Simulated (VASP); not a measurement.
# In3GaP4 (P-43m) in VASP: notebook

In3GaP4 is run at these levels: PBE, r2SCAN; tasks: relaxation of cell and atoms, single point.

Everything below comes from runs of VASP 6.6.1. Logs are shortened: lines on timing, memory, paths and dates and some standing lists are left out, and cuts for length are marked.

## 1. The cell of the first run

Symmetry: P-43m, No. 215, cubic system. Conventional cell: a = 5.846 Å, b = 5.846 Å, c = 5.846 Å, α = 90.00°, β = 90.00°, γ = 90.00°. Within 3.4 Å of In (site symmetry -42m) lie 4 P at 2.57 Å. Ga (site symmetry -43m) has 4 P at 2.42 Å within 3.2 Å. Within 3.2 Å of P (site symmetry 3m) lie 1 Ga at 2.42 Å and 3 In at 2.57 Å.

## 2. Relaxation of cell and atoms, PBE

The input, INCAR:

```
PREC = Accurate ; ENCUT = 600
EDIFF = 1E-6 ; ISMEAR = 0
SIGMA = 0.02 ; LREAL = False
LASPH = True ; NELM = 80
ALGO = Normal ; ISIF = 3
LWAVE = False ; LCHARG = False
GGA = PE ; IBRION = 2
NSW = 100 ; EDIFFG = -0.01
```

The input, KPOINTS:

```
Automatic mesh
0
Gamma
  6 6 6
```

The input, POSCAR:

```
In3GaP4
1.0
    5.8461725000      0.0000000000      0.0000000000
    0.0000000000      5.8461725000      0.0000000000
    0.0000000000      0.0000000000      5.8461725000
In Ga P
3 1 4
Direct
    0.5000000000      0.0000000000      0.5000000000
    0.5000000000      0.5000000000      0.0000000000
    0.0000000000      0.5000000000      0.5000000000
    0.0000000000      0.0000000000      0.0000000000
    0.2390280000      0.7609720000      0.7609720000
    0.2390280000      0.2390280000      0.2390280000
    0.7609720000      0.7609720000      0.2390280000
    0.7609720000      0.2390280000      0.7609720000
```

Potentials or basis: VASP PAW PBE potentials, release 64 (In_d, Ga_d, P).

Launch:

```
$ cat potpaw_PBE.64/In_d/POTCAR potpaw_PBE.64/Ga_d/POTCAR potpaw_PBE.64/P/POTCAR > POTCAR
$ mpirun -np 1 vasp_std > vasp.out
```

OUTCAR:

```text
PREC = Accurate
   ENCUT = 600
   EDIFF = 1E-6
   ISMEAR = 0
   LREAL = False
   LASPH = True
   NELM = 80
   ISIF = 3
   GGA = PE
   IBRION = 2
   NSW = 100
   EDIFFG = -0.01

 ion  position               nearest neighbor table
   1  0.500  0.000  0.500-   5 2.57   6 2.57   7 2.57   8 2.57
   2  0.500  0.500  0.000-   5 2.57   6 2.57   7 2.57   8 2.57
   3  0.000  0.500  0.500-   5 2.57   6 2.57   7 2.57   8 2.57
   4  0.000  0.000  0.000-   5 2.42   6 2.42   7 2.42   8 2.42
   5  0.239  0.761  0.761-   4 2.42   2 2.57   3 2.57   1 2.57
   6  0.239  0.239  0.239-   4 2.42   2 2.57   3 2.57   1 2.57
   7  0.761  0.761  0.239-   4 2.42   2 2.57   3 2.57   1 2.57
   8  0.761  0.239  0.761-   4 2.42   2 2.57   3 2.57   1 2.57

  LATTYP: Found a simple cubic cell.
 ALAT       =     5.8461725000

  Lattice vectors:

 A1 = (   5.8461725000,   0.0000000000,   0.0000000000)
 A2 = (   0.0000000000,   5.8461725000,   0.0000000000)
 A3 = (   0.0000000000,   0.0000000000,   5.8461725000)

Analysis of symmetry for initial positions (statically):
=====================================================================
 Subroutine PRICEL returns:
 Original cell was already a primitive cell.

 Routine SETGRP: Setting up the symmetry group for a
 simple cubic supercell.

 Subroutine GETGRP returns: Found 24 space group operations
 (whereof 24 operations were pure point group operations)
 out of a pool of 48 trial point group operations.

The static configuration has the point symmetry T_d .

Analysis of symmetry for dynamics (positions and initial velocities):
=====================================================================
 Subroutine PRICEL returns:
 Original cell was already a primitive cell.

 Routine SETGRP: Setting up the symmetry group for a
 simple cubic supercell.

 Subroutine GETGRP returns: Found 24 space group operations
 (whereof 24 operations were pure point group operations)
 out of a pool of 48 trial point group operations.

The dynamic configuration has the point symmetry T_d .

 Subroutine INISYM returns: Found 24 space group operations
 (whereof 24 operations are pure point group operations),
 and found     1 'primitive' translations

----------------------------------------------------------------------------------------

                                     Primitive cell

  volume of cell :     199.8089

  direct lattice vectors                    reciprocal lattice vectors
     5.846172500  0.000000000  0.000000000     0.171052086  0.000000000  0.000000000
     0.000000000  5.846172500  0.000000000     0.000000000  0.171052086  0.000000000
     0.000000000  0.000000000  5.846172500     0.000000000  0.000000000  0.171052086

  length of vectors
     5.846172500  5.846172500  5.846172500     0.171052086  0.171052086  0.171052086

  position of ions in fractional coordinates (direct lattice)
     0.500000000  0.000000000  0.500000000
     0.500000000  0.500000000  0.000000000
     0.000000000  0.500000000  0.500000000
     0.000000000  0.000000000  0.000000000
     0.239028000  0.760972000  0.760972000
     0.239028000  0.239028000  0.239028000
     0.760972000  0.760972000  0.239028000
     0.760972000  0.239028000  0.760972000

  ion indices of the primitive-cell ions
   primitive index   ion index
                 1           1
                 2           2
                 3           3
                 4           4
                 5           5
                 6           6
                 7           7
                 8           8

[... 80 lines left out ...]
   EFERMI =   0.00;   METHOD = LEGACY
   ISMEAR =     0;   SIGMA  =   0.02  broadening in eV -4-tet -1-fermi 0-gaus
   EFERMI_NEDOS =   21; number of points for ismear=-14 and -15
   IALGO  =     38    algorithm
   IMIX   =      4    mixing-type and parameters
     AMIX     =   0.40;   BMIX     =  1.00
     AMIX_MAG =   1.60;   BMIX_MAG =  1.00
  volume/ion in A,a.u.               =      24.98       168.55
  Fermi-wavevector in a.u.,A,eV,Ry     =   1.164968  2.201471 18.465156  1.357151
  Thomas-Fermi vector in A             =   2.301500
   LORBIT       =      0    0 simple, 1 ext, 2 COOP (PROOUT), +10 PAW based schemes
   GGA     = PE    functional components
   LHFCALC =     F    Hartree Fock is set to
   AEXX    =    0.0000 exact exchange contribution
   IVDW    =     0    specifies the selected vdW correction
   LEPSILON=     F    determine dielectric tensor
   LRPA    =     F    only Hartree local field effects (RPA)
 conjugate gradient relaxation of ions
 non-spin polarized calculation
 Gauss-broadening in eV      SIGMA  =   0.02
  energy-cutoff  :      600.00
  volume of cell :      199.81
 maximum number of plane-waves:      6704
 NGX is ok and might be reduce to    48
   NGX = 23   NGY = 23   NGZ = 23

--------------------------------------- Ionic step        1  -------------------------------------------

 number of electron      71.9999970 magnetization

 Free energy of the ion-electron system (eV)
  ---------------------------------------------------
  ext. energy  EPLUGINS =         0.00000000
  ---------------------------------------------------
  free energy    TOTEN  =       -34.21967494 eV

  energy without entropy =      -34.21967494  energy(sigma->0) =      -34.21967494

------------------------ aborting loop because EDIFF is reached ----------------------------------------

  FORCE on cell =-STRESS in cart. coord.  units (eV):
  Direction    XX          YY          ZZ          XY          YZ          ZX
  --------------------------------------------------------------------------------------
  -------------------------------------------------------------------------------------
  Total       -0.0358841     -0.0358841     -0.0358841      0.0000000      0.0000000     -0.0000000
  in kB       -0.2877387     -0.2877387     -0.2877387      0.0000000      0.0000000     -0.0000000
  external PRESSURE =      -0.2877387 kB  Pullay stress =       0.0000000 kB

 VOLUME and BASIS-vectors are now :
 -----------------------------------------------------------------------------
  energy-cutoff  :      600.00
  volume of cell :      199.81
      direct lattice vectors                 reciprocal lattice vectors
     5.846172500  0.000000000  0.000000000     0.171052086  0.000000000  0.000000000
     0.000000000  5.846172500  0.000000000     0.000000000  0.171052086  0.000000000
     0.000000000  0.000000000  5.846172500     0.000000000  0.000000000  0.171052086

 POSITION                                       TOTAL-FORCE (eV/Angst)
 -----------------------------------------------------------------------------------
      2.92309      0.00000      2.92309         0.000000      0.000000      0.000000
      2.92309      2.92309      0.00000        -0.000000      0.000000     -0.000000
      0.00000      2.92309      2.92309         0.000000      0.000000      0.000000
      0.00000      0.00000      0.00000        -0.000000      0.000000      0.000000
      1.39740      4.44877      4.44877         0.010884     -0.010884     -0.010884
      1.39740      1.39740      1.39740         0.010884      0.010884      0.010884
      4.44877      4.44877      1.39740        -0.010884     -0.010884      0.010884
      4.44877      1.39740      4.44877        -0.010884      0.010884     -0.010884
 -----------------------------------------------------------------------------------
    total drift:                               -0.000000     -0.000000     -0.000000

  FREE ENERGIE OF THE ION-ELECTRON SYSTEM (eV)
  ---------------------------------------------------
  free  energy   TOTEN  =       -34.2196749419 eV

  energy  without entropy=      -34.2196749419  energy(sigma->0) =      -34.21967494

--------------------------------------- Ionic step        2  -------------------------------------------

 number of electron      71.9999971 magnetization

 Free energy of the ion-electron system (eV)
  ---------------------------------------------------
  ext. energy  EPLUGINS =         0.00000000
  ---------------------------------------------------
  free energy    TOTEN  =       -34.21973538 eV

  energy without entropy =      -34.21973538  energy(sigma->0) =      -34.21973538

 E-fermi :   4.7156     XC(G=0):  -9.2222

 val. band max:        4.6269057342   @ k =   0.0000   0.0000   0.0000
 cond. band min:       5.2446453869   @ k =   0.0000   0.0000   0.0000
 fundamental gap:      0.6177396527
 Fermi energy:         4.7156260677

 k-point     1 :       0.0000    0.0000    0.0000
  band No.  band energies     occupation
      1      -9.9117      2.00000
      2      -9.9117      2.00000
      3      -9.9117      2.00000
      4      -9.8259      2.00000
      5      -9.8259      2.00000
      6      -9.5740      2.00000
[... 909 lines left out ...]
     42       9.2579      0.00000
     43       9.3044      0.00000

------------------------ aborting loop because EDIFF is reached ----------------------------------------

  FORCE on cell =-STRESS in cart. coord.  units (eV):
  Direction    XX          YY          ZZ          XY          YZ          ZX
  --------------------------------------------------------------------------------------
  -------------------------------------------------------------------------------------
  Total        0.0086439      0.0086439      0.0086439      0.0000000      0.0000000     -0.0000000
  in kB        0.0693562      0.0693562      0.0693562      0.0000000      0.0000000     -0.0000000
  external PRESSURE =       0.0693562 kB  Pullay stress =       0.0000000 kB

 VOLUME and BASIS-vectors are now :
 -----------------------------------------------------------------------------
  energy-cutoff  :      600.00
  volume of cell :      199.68
      direct lattice vectors                 reciprocal lattice vectors
     5.844907427 -0.000000000 -0.000000000     0.171089108 -0.000000000  0.000000000
     0.000000000  5.844907427 -0.000000000     0.000000000  0.171089108 -0.000000000
    -0.000000000  0.000000000  5.844907427     0.000000000  0.000000000  0.171089108

 POSITION                                       TOTAL-FORCE (eV/Angst)
 -----------------------------------------------------------------------------------
      2.92245      0.00000      2.92245        -0.000000     -0.000000     -0.000000
      2.92245      2.92245      5.84491        -0.000000     -0.000000     -0.000000
      0.00000      2.92245      2.92245        -0.000000     -0.000000     -0.000000
      5.84491     -0.00000     -0.00000        -0.000000     -0.000000     -0.000000
      1.39762      4.44729      4.44729         0.004885     -0.004885     -0.004885
      1.39762      1.39762      1.39762         0.004885      0.004885      0.004885
      4.44729      4.44729      1.39762        -0.004885     -0.004885      0.004885
      4.44729      1.39762      4.44729        -0.004885      0.004885     -0.004885
 -----------------------------------------------------------------------------------
    total drift:                               -0.000000     -0.000000     -0.000000

  FREE ENERGIE OF THE ION-ELECTRON SYSTEM (eV)
  ---------------------------------------------------
  free  energy   TOTEN  =       -34.2197353808 eV

  energy  without entropy=      -34.2197353808  energy(sigma->0) =      -34.21973538

 reached required accuracy - stopping structural energy minimisation
```

It took 4.2 min on 1 thread of AMD EPYC 7R13 (Zen 3), shared host; peak memory 0.42 GiB.

What came out:

- Free energy: -34.2197 eV
- Relaxed volume: 24.96 Å³/atom
- Relaxed cell: a = 5.845 Å, b = 5.845 Å, c = 5.845 Å, α = 90.00°, β = 90.00°, γ = 90.00°
- Space group after relaxing (to 0.1 Å): P-43m (No. 215)
- Energy gained by relaxing: 0.0 meV/atom
- Ionic steps: 2
- Pressure after relaxing: 0.0 GPa
- Largest force after relaxing: 0.008 eV/Å
- Band gap on the k mesh: 0.62 eV

Forces on the atoms (eV/Å):
```
In   0.000  0.000  0.000
In   0.000  0.000  0.000
In   0.000  0.000  0.000
Ga   0.000  0.000  0.000
P    0.005 -0.005 -0.005
P    0.005  0.005  0.005
P   -0.005 -0.005  0.005
P   -0.005  0.005 -0.005
```

Final structure:
```yaml
crystal:
  lattice:
    - [5.84491, 0.00000, 0.00000]
    - [0.00000, 5.84491, 0.00000]
    - [0.00000, 0.00000, 5.84491]
  atoms:
    - { symbol: In, position: [0.50000, 0.00000, 0.50000] }
    - { symbol: In, position: [0.50000, 0.50000, 0.00000] }
    - { symbol: In, position: [0.00000, 0.50000, 0.50000] }
    - { symbol: Ga, position: [0.00000, 0.00000, 0.00000] }
    - { symbol: P, position: [0.23912, 0.76088, 0.76088] }
    - { symbol: P, position: [0.23912, 0.23912, 0.23912] }
    - { symbol: P, position: [0.76088, 0.76088, 0.23912] }
    - { symbol: P, position: [0.76088, 0.23912, 0.76088] }
```

Levels at points of the mesh, in eV from the valence-band top:
| k point | band 34 | band 35 | band 36 | band 37 | band 38 | band 39 |
| --- | --- | --- | --- | --- | --- | --- |
| (0.00, 0.00, 0.00) | 0.00 | 0.00 | 0.00 | 0.62 | 1.84 | 1.84 |
| (0.50, 0.00, 0.00) | -1.50 | -1.19 | -1.19 | 2.40 | 2.42 | 3.08 |
| (0.50, 0.50, 0.00) | -1.12 | -1.00 | -0.68 | 2.65 | 2.67 | 3.20 |
| (0.50, 0.50, 0.50) | -0.83 | -0.72 | -0.72 | 1.04 | 1.52 | 1.52 |

Caveat: semilocal functionals underestimate gaps, and a narrow one can read as zero; spin-orbit coupling is left out, which moves the levels of the heavy elements.

## 3. Single point, r2SCAN

POSCAR is that of step 2.

The input, INCAR.step1:

```
ALGO = Normal
EDIFF = 1E-4
ENCUT = 520
GGA = PE
ISMEAR = 0
LASPH = True
LCHARG = False
LREAL = False
LWAVE = True
NBANDS = 46
NELM = 100
PREC = Accurate
SIGMA = 0.02
```

The input, INCAR.step2:

```
ALGO = Normal
EDIFF = 1E-6
ENCUT = 520
ISIF = 2
ISMEAR = 0
ISTART = 1
LASPH = True
LCHARG = False
LMIXTAU = True
LREAL = False
LWAVE = False
METAGGA = R2SCAN
NBANDS = 46
NELM = 100
PREC = Accurate
SIGMA = 0.02
```

The input, KPOINTS:

```
k-points
0
Gamma
  6 6 6
```

Potentials or basis: VASP PAW PBE potentials, release 64 (In_d, Ga_d, P).

Launch:

```
$ cat potpaw_PBE.64/In_d/POTCAR potpaw_PBE.64/Ga_d/POTCAR potpaw_PBE.64/P/POTCAR > POTCAR
$ cp INCAR.step1 INCAR
$ mpirun -np 1 vasp_std > vasp.out
$ cp INCAR.step2 INCAR
$ mpirun -np 1 vasp_std > vasp.out
```

It took 8.4 min on 1 thread of AMD EPYC 9R45 (Zen 5), shared host; peak memory 0.43 GiB.

The run converged. Its results:

```
Free energy            : -118.1756 eV
Pressure               : -2.0 GPa
Largest force          : 0.007 eV/Å
Band gap on the k mesh : 1.05 eV
```

Forces in eV/Å, atoms in the order of the input:
```
In   0.000  0.000  0.000
In   0.000  0.000  0.000
In   0.000  0.000  0.000
Ga   0.000  0.000  0.000
P    0.004 -0.004 -0.004
P    0.004  0.004  0.004
P   -0.004 -0.004  0.004
P   -0.004  0.004 -0.004
```

Levels at points of the mesh, in eV from the valence-band top:
| k point | band 34 | band 35 | band 36 | band 37 | band 38 | band 39 |
| --- | --- | --- | --- | --- | --- | --- |
| (0.00, 0.00, 0.00) | 0.00 | 0.00 | 0.00 | 1.05 | 2.08 | 2.08 |
| (0.50, 0.00, 0.00) | -1.56 | -1.23 | -1.23 | 2.68 | 2.68 | 3.43 |
| (0.50, 0.50, 0.00) | -1.17 | -1.04 | -0.70 | 2.99 | 3.00 | 3.58 |
| (0.50, 0.50, 0.50) | -0.86 | -0.74 | -0.74 | 1.34 | 1.88 | 1.88 |

Caveat: the PAW data sets were made with another functional, which shifts forces and pressure a little; spin-orbit coupling is left out, which moves the levels of the heavy elements. A k mesh can miss the band edges.
